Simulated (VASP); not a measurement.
# H (I4/mmm) in VASP: a series of runs

Runs on H. Level: PBE. Tasks: single point, relaxation of cell and atoms.

Everything below comes from runs of VASP 6.6.1. Logs are shortened: lines on timing, memory, paths and dates and some standing lists are left out, and cuts for length are marked.

### 1 The cell of the first run

The structure is tetragonal, space group I4/mmm (No. 139). Conventional cell: a = 3.687 Å, b = 3.687 Å, c = 4.639 Å, α = 90.00°, β = 90.00°, γ = 90.00°. H (site symmetry 4mm) has 1 H at 0.75 Å within 1.0 Å.

### 2 Single point, PBE

INCAR reads:

```
SYSTEM = H
PREC = Accurate ; ENCUT = 520
EDIFF = 1E-6 ; ISMEAR = 0
SIGMA = 0.02 ; LREAL = .FALSE.
LASPH = .TRUE. ; NELM = 80
ALGO = Normal ; ISIF = 2
LWAVE = .FALSE. ; LCHARG = .TRUE.
GGA = PE ; LELF = .TRUE.
LVHAR = .TRUE. ; NBANDS = 8
```

KPOINTS reads:

```
Automatic mesh
0
G
  8 8 8
  0 0 0
```

POSCAR reads:

```
H
1.0
   -1.8433720266      1.8433720266      2.3194163434
    1.8433720266     -1.8433720266      2.3194163434
    1.8433720266      1.8433720266     -2.3194163434
H
2
Direct
    0.9190842024      0.9190842024      0.0000000000
    0.0809157976      0.0809157976      0.0000000000
```

Potentials or basis: VASP PAW PBE potentials, release 64 (H).

Started as:

```console
$ cat potpaw_PBE.64/H/POTCAR > POTCAR
$ mpirun -np 1 vasp_std > vasp.out
```

OUTCAR:

```text
SYSTEM = H
   PREC = Accurate
   ENCUT = 520
   EDIFF = 1E-6
   ISMEAR = 0
   LREAL = .FALSE.
   LASPH = .TRUE.
   NELM = 80
   ISIF = 2
   GGA = PE

 ion  position               nearest neighbor table
   1  0.919  0.919  0.000-   2 0.75
   2  0.081  0.081  0.000-   1 0.75

  LATTYP: Found a body centered tetragonal cell.
 ALAT       =     3.6867440532
 C/A-ratio  =     1.2582464689

  Lattice vectors:

 A1 = (  -1.8433720266,   1.8433720266,   2.3194163434)
 A2 = (   1.8433720266,  -1.8433720266,   2.3194163434)
 A3 = (   1.8433720266,   1.8433720266,  -2.3194163434)

Analysis of symmetry for initial positions (statically):
=====================================================================
 Subroutine PRICEL returns:
 Original cell was already a primitive cell.

 Routine SETGRP: Setting up the symmetry group for a
 body centered tetragonal supercell.

 Subroutine GETGRP returns: Found 16 space group operations
 (whereof 16 operations were pure point group operations)
 out of a pool of 16 trial point group operations.

The static configuration has the point symmetry D_4h.

Analysis of symmetry for dynamics (positions and initial velocities):
=====================================================================
 Subroutine PRICEL returns:
 Original cell was already a primitive cell.

 Routine SETGRP: Setting up the symmetry group for a
 body centered tetragonal supercell.

 Subroutine GETGRP returns: Found 16 space group operations
 (whereof 16 operations were pure point group operations)
 out of a pool of 16 trial point group operations.

The dynamic configuration has the point symmetry D_4h.

 Subroutine INISYM returns: Found 16 space group operations
 (whereof 16 operations are pure point group operations),
 and found     1 'primitive' translations

----------------------------------------------------------------------------------------

                                     Primitive cell

  volume of cell :      31.5257

  direct lattice vectors                    reciprocal lattice vectors
    -1.843372027  1.843372027  2.319416343     0.000000000  0.271242046  0.215571474
     1.843372027 -1.843372027  2.319416343     0.271242046  0.000000000  0.215571474
     1.843372027  1.843372027 -2.319416343     0.271242046  0.271242046  0.000000000

  length of vectors
     3.489374304  3.489374304  3.489374304     0.346472665  0.346472665  0.383594180

  position of ions in fractional coordinates (direct lattice)
     0.919084202  0.919084202  0.000000000
     0.080915798  0.080915798  0.000000000

  ion indices of the primitive-cell ions
   primitive index   ion index
                 1           1
                 2           2

----------------------------------------------------------------------------------------

 KPOINTS: Automatic mesh

Automatic generation of k-mesh.
 Grid dimensions read from file:
 generate k-points for:    8    8    8

 Generating k-lattice:

  Cartesian coordinates                     Fractional coordinates (reciprocal lattice)
     0.000000000  0.033905256  0.026946434     0.125000000  0.000000000  0.000000000
     0.033905256  0.000000000  0.026946434     0.000000000  0.125000000  0.000000000
     0.033905256  0.033905256  0.000000000     0.000000000  0.000000000  0.125000000

  Length of vectors
     0.043309083  0.043309083  0.047949273

  Shift w.r.t. Gamma in fractional coordinates (k-lattice)
     0.000000000  0.000000000  0.000000000

 Subroutine IBZKPT returns following result:
 ===========================================

 Found     59 irreducible k-points:

 Following reciprocal coordinates:
            Coordinates               Weight
  0.000000  0.000000  0.000000      1.000000
  0.125000  0.000000  0.000000      8.000000
  0.250000  0.000000  0.000000      8.000000
  0.375000  0.000000  0.000000      8.000000
  0.500000  0.000000  0.000000      4.000000
  0.125000  0.125000  0.000000      8.000000
[... 16 lines left out ...]
  0.250000  0.125000  0.125000     16.000000
  0.375000  0.125000  0.125000      8.000000
 [... further k-points ...]
   k-points           NKPTS =     59   k-points in BZ     NKDIM =     59   number of bands    NBANDS=      8
   number of dos      NEDOS =    301   number of ions     NIONS =      2
   total plane-waves  NPLWV =  21952
   dimension x,y,z NGX =    28 NGY =   28 NGZ =   28
   dimension x,y,z NGXF=    56 NGYF=   56 NGZF=   56
   ions per type =               2
   NGX,Y,Z   is equivalent  to a cutoff of  13.34, 13.34, 13.34 a.u.
   NGXF,Y,Z  is equivalent  to a cutoff of  26.68, 26.68, 26.68 a.u.
 SYSTEM =  H
   PREC   = accura    normal or accurate (medium, high low for compatibility)
   ISTART =      0    job   : 0-new  1-cont  2-samecut
   ICHARG =      2    charge: 1-file 2-atom 10-const
   ISPIN  =      1    spin polarized calculation?
   LNONCOLLINEAR =      F non collinear calculations
   LSORBIT =      F    spin-orbit coupling
   LASPH  =      T    aspherical Exc in radial PAW
   ENCUT  =  520.0 eV  38.22 Ry    6.18 a.u.   6.49  6.49  6.49*2*pi/ulx,y,z
   NELM   =     80;   NELMIN=  2; NELMDL= -5     # of ELM steps
   EDIFF  = 0.1E-05   stopping-criterion for ELM
   LREAL  =      F    real-space projection
   EDIFFG = 0.1E-04   stopping-criterion for IOM
   NSW    =      0    number of steps for IOM
   IBRION =     -1    ionic relax: 0-MD 1-quasi-New 2-CG
   NFREE  =      0    steps in history (QN), initial steepest desc. (CG)
   ISIF   =      2    stress and relaxation
   ISYM   =      2    0-nonsym 1-usesym 2-fastsym
   POTIM  = 0.5000    time-step for ionic-motion
   TEBEG  =    0.0;   TEEND  =   0.0 temperature during run
   PSTRESS=    0.0 pullay stress
   NELECT =       2.0000    total number of electrons
   NUPDOWN=      -1.0000    fix difference up-down
   EMIN   =  10.00;   EMAX   =-10.00  energy-range for DOS
   EFERMI =   0.00;   METHOD = LEGACY
   ISMEAR =     0;   SIGMA  =   0.02  broadening in eV -4-tet -1-fermi 0-gaus
   EFERMI_NEDOS =   21; number of points for ismear=-14 and -15
   IALGO  =     38    algorithm
   IMIX   =      4    mixing-type and parameters
     AMIX     =   0.40;   BMIX     =  1.00
     AMIX_MAG =   1.60;   BMIX_MAG =  1.00
  volume/ion in A,a.u.               =      15.76       106.37
  Fermi-wavevector in a.u.,A,eV,Ry     =   0.652925  1.233849  5.800313  0.426311
  Thomas-Fermi vector in A             =   1.723001
   LORBIT       =      0    0 simple, 1 ext, 2 COOP (PROOUT), +10 PAW based schemes
   GGA     = PE    functional components
   LHFCALC =     F    Hartree Fock is set to
   AEXX    =    0.0000 exact exchange contribution
   IVDW    =     0    specifies the selected vdW correction
   LEPSILON=     F    determine dielectric tensor
   LRPA    =     F    only Hartree local field effects (RPA)
 non-spin polarized calculation
 Gauss-broadening in eV      SIGMA  =   0.02
  energy-cutoff  :      520.00
  volume of cell :       31.53
 maximum number of plane-waves:       866
 NGX is ok and might be reduce to    28
   NGX = 13   NGY = 13   NGZ = 13

 number of electron       2.0000000 magnetization

 Free energy of the ion-electron system (eV)
  ---------------------------------------------------
  ext. energy  EPLUGINS =         0.00000000
  ---------------------------------------------------
  free energy    TOTEN  =        -6.78985902 eV

  energy without entropy =       -6.78985902  energy(sigma->0) =       -6.78985902

 E-fermi :  -8.7639     XC(G=0):  -4.6525

 val. band max:       -8.8474264670   @ k =   0.5000   0.5000   0.5000
 cond. band min:       0.4540884535   @ k =   0.5000   0.0000   0.0000
 fundamental gap:      9.3015149204
 Fermi energy:        -8.7639089985

 k-point     1 :       0.0000    0.0000    0.0000
  band No.  band energies     occupation
      1     -10.2378      2.00000
      2       3.2852      0.00000
      3       6.8643      0.00000
      4      12.1961      0.00000
      5      12.1961      0.00000
      6      14.1773      0.00000
      7      14.1773      0.00000
      8      15.3007      0.00000

 k-point     2 :       0.1250    0.0000    0.0000
  band No.  band energies     occupation
      1     -10.1190      2.00000
      2       2.8081      0.00000
      3       7.0123      0.00000
      4      10.8907      0.00000
      5      11.4502      0.00000
      6      14.3300      0.00000
      7      14.8148      0.00000
      8      15.2322      0.00000

 k-point     3 :       0.2500    0.0000    0.0000
  band No.  band energies     occupation
      1      -9.8106      2.00000
      2       1.7896      0.00000
      3       7.1207      0.00000
      4       9.1385      0.00000
      5      10.5548      0.00000
      6      13.8603      0.00000
      7      14.5370      0.00000
      8      15.7627      0.00000

 k-point     4 :       0.3750    0.0000    0.0000
  band No.  band energies     occupation
      1      -9.4647      2.00000
      2       0.8423      0.00000
      3       6.8621      0.00000
      4       8.3567      0.00000
      5      10.0171      0.00000
      6      12.8619      0.00000
      7      13.9787      0.00000
      8      15.2021      0.00000

 k-point     5 :       0.5000    0.0000    0.0000
  band No.  band energies     occupation
      1      -9.3074      2.00000
      2       0.4541      0.00000
      3       6.6512      0.00000
      4       8.2244      0.00000
      5       9.8451      0.00000
      6      12.5043      0.00000
      7      14.2220      0.00000
      8      14.2401      0.00000

 k-point     6 :       0.1250    0.1250    0.0000
  band No.  band energies     occupation
      1      -9.9229      2.00000
      2       2.0662      0.00000
      3       7.7608      0.00000
      4       8.7728      0.00000
      5      11.0156      0.00000
      6      14.1176      0.00000
      7      14.4049      0.00000
      8      15.6573      0.00000

 k-point     7 :       0.2500    0.1250    0.0000
  band No.  band energies     occupation
      1      -9.5951      2.00000
      2       1.2539      0.00000
      3       6.8787      0.00000
      4       8.1238      0.00000
      5      10.4839      0.00000
      6      13.1572      0.00000
      7      14.9322      0.00000
      8      15.9556      0.00000
[... 133 lines left out ...]
 k-point    20 :      -0.3750    0.3750    0.0000
  band No.  band energies     occupation
      1      -9.3360      2.00000
      2       2.0785      0.00000
      3       4.6749      0.00000
      4       7.1882      0.00000
      5       8.7273      0.00000
      6       9.7586      0.00000
      7      17.0314      0.00000
      8      20.1271      0.00000

 k-point    21 :       0.5000    0.5000    0.0000
  band No.  band energies     occupation
      1      -9.1581      2.00000
      2       1.9921      0.00000
      3       4.4181      0.00000
      4       6.2444      0.00000
      5       8.4091      0.00000
      6       9.4171      0.00000
      7      18.2551      0.00000
      8      21.6300      0.00000

 k-point    22 :       0.1250    0.1250    0.1250
  band No.  band energies     occupation
      1      -9.6109      2.00000
      2       1.7087      0.00000
      3       6.3126      0.00000
      4       7.1837      0.00000
      5      10.7931      0.00000
      6      13.1844      0.00000
      7      14.0243      0.00000
      8      17.8411      0.00000

 k-point    23 :       0.2500    0.1250    0.1250
  band No.  band energies     occupation
      1      -9.3335      2.00000
      2       1.2451      0.00000
      3       5.3877      0.00000
      4       6.2897      0.00000
      5      11.0672      0.00000
      6      12.5928      0.00000
      7      16.0527      0.00000
      8      16.8137      0.00000

 k-point    24 :       0.3750    0.1250    0.1250
  band No.  band energies     occupation
      1      -9.2109      2.00000
      2       1.0856      0.00000
      3       4.8064      0.00000
      4       6.1410      0.00000
      5      11.6731      0.00000
      6      11.8688      0.00000
      7      16.3763      0.00000
      8      18.5073      0.00000

 [... further k-points ...]
[... 5 lines left out ...]
  --------------------------------------------------------------------------------------
  -------------------------------------------------------------------------------------
  Total       -0.0250261     -0.0250261     -0.0400394      0.0000000     -0.0000000      0.0000000
  in kB       -1.2718568     -1.2718568     -2.0348561      0.0000000     -0.0000000      0.0000000
  external PRESSURE =      -1.5261899 kB  Pullay stress =       0.0000000 kB

 VOLUME and BASIS-vectors are now :
 -----------------------------------------------------------------------------
  energy-cutoff  :      520.00
  volume of cell :       31.53
      direct lattice vectors                 reciprocal lattice vectors
    -1.843372027  1.843372027  2.319416343     0.000000000  0.271242046  0.215571474
     1.843372027 -1.843372027  2.319416343     0.271242046  0.000000000  0.215571474
     1.843372027  1.843372027 -2.319416343     0.271242046  0.271242046  0.000000000

 POSITION                                       TOTAL-FORCE (eV/Angst)
 -----------------------------------------------------------------------------------
      0.00000      0.00000      4.26348        -0.000000     -0.000000      0.010484
      0.00000      0.00000      0.37535         0.000000      0.000000     -0.010484
 -----------------------------------------------------------------------------------
    total drift:                               -0.000000     -0.000000      0.000000

  FREE ENERGIE OF THE ION-ELECTRON SYSTEM (eV)
  ---------------------------------------------------
  free  energy   TOTEN  =        -6.7898590152 eV

  energy  without entropy=       -6.7898590152  energy(sigma->0) =       -6.78985902
```

It took 16 s on 1 thread of AMD EPYC 7R43 (Zen 3), shared host; peak memory 0.1 GiB.

Results:

```
Free energy            : -6.7899 eV
Pressure               : -0.2 GPa
Largest force          : 0.010 eV/Å
Band gap on the k mesh : 9.30 eV, indirect (least direct gap 9.76 eV)
```

Forces in eV/Å, atoms in the order of the input:
```
H    0.000  0.000  0.010
H    0.000  0.000 -0.010
```

Levels at points of the mesh, in eV from the valence-band top:
| k point | band 1 | band 2 | band 3 | band 4 | band 5 | band 6 |
| --- | --- | --- | --- | --- | --- | --- |
| (0.00, 0.00, 0.00) | -1.39 | 12.13 | 15.71 | 21.04 | 21.04 | 23.02 |
| (0.50, 0.00, 0.00) | -0.46 | 9.30 | 15.50 | 17.07 | 18.69 | 21.35 |
| (0.50, 0.50, 0.00) | -0.31 | 10.84 | 13.27 | 15.09 | 17.26 | 18.26 |
| (0.50, 0.50, 0.50) | 0.00 | 10.01 | 14.79 | 15.39 | 15.39 | 17.41 |

(Continued in part 2 of 2.)
